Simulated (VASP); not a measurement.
## HfN: single point with PBEsol

Crystal: HfN.

```
Hf N
1.0
     3.09643    0.00000    0.00000
    -1.54822    2.68159    0.00000
     0.00000    0.00000    5.60657
Hf N
2 2
Direct
  0.66667 0.33333 0.75000
  0.33333 0.66667 0.25000
  0.00000 0.00000 0.00000
  0.00000 0.00000 0.50000
```

This cell differs from its parent crystal: uniaxial strain along c: +4.0 %.

```json
{
 "Program": "VASP 6.6.1",
 "Task": "single point",
 "Functional": "PBEsol",
 "Potentials or basis": "VASP PAW PBE potentials, release 64 (Hf_pv, N)",
 "Cutoff": "520 eV",
 "k mesh": "18 × 18 × 10",
 "Occupations": "gaussian, width 0.1 eV",
 "Spin": "no spin polarisation",
 "Dipole correction": "no",
 "Further INCAR settings": "ALGO = Normal; EDIFF = 1e-06; NBANDS = 23"
}
```

The pressure is -7.1 GPa and the band gap on the k mesh is zero (bands 15 and 16 overlap by 2.10 eV).

Stress tensor (GPa, compression positive):
```
 -0.31   0.00   0.00
  0.00  -0.31   0.00
  0.00   0.00 -20.71
```

Levels at points of the mesh, in eV from the Fermi level:
| k point | band 11 | band 12 | band 13 | band 14 | band 15 | band 16 | band 17 | band 18 | band 19 | band 20 |
| --- | --- | --- | --- | --- | --- | --- | --- | --- | --- | --- |
| (0.00, 0.00, 0.00) | -4.29 | -3.24 | -3.24 | -1.96 | -1.07 | 0.81 | 0.81 | 1.45 | 2.12 | 2.28 |
| (0.50, 0.00, 0.00) | -5.60 | -5.13 | -2.95 | -2.69 | -2.67 | 2.12 | 2.80 | 4.50 | 4.99 | 5.22 |
| (0.00, 0.00, 0.50) | -3.96 | -3.96 | -3.96 | -3.96 | 1.65 | 1.65 | 2.79 | 2.79 | 2.79 | 2.79 |
| (0.50, 0.00, 0.50) | -5.49 | -5.49 | -4.17 | -4.17 | -0.24 | -0.24 | 5.03 | 5.03 | 5.15 | 5.15 |

It took 110 s on 1 thread of AMD EPYC 9R45 (Zen 5), with other jobs on the host, peak memory 0.28 GiB.

Caveat: the cell differs from its parent crystal (uniaxial strain along c: +4.0 %); the stress differs along the axes, from -21 to -0 GPa; the PAW data sets were made with another functional, which shifts forces and pressure a little; spin-orbit coupling is left out, which moves the levels of the heavy elements.
